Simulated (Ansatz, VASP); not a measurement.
One calculation of Sn, two programs

```
Sn
1.0
     4.55816    0.00000    0.00000
     0.00000    4.55816    0.00000
     0.00000    0.00000    4.55816
Sn
3
Direct
  0.50000 0.00000 0.00000
  0.00000 0.50000 0.00000
  0.00000 0.00000 0.50000
```

Alike in both runs: task single point; functional PBE; k mesh 10 × 10 × 10; occupations gaussian, width 0.1 eV; no spin polarisation.

|  | VASP | Ansatz |
| --- | --- | --- |
| version | VASP 6.6.1 | Ansatz 0.2.0 |
| potentials or method | VASP PAW PBE potentials, release 64 (Sn_d) | scalar-relativistic, plane waves, PAW |
| plane-wave cutoff (eV) | 500 | 420 |
| valence electrons in the cell | 42 | 42 |

```tsv
	VASP	Ansatz	Ansatz less VASP
gap on the k mesh at the Fermi level (eV)	none	none	-
pressure (GPa)	-0.1	0.0	+0.05
```

A gap of «none» marks a metal or a gap that the smearing closes. The functional is the same, so the differences come from potentials, cutoffs and numerics.
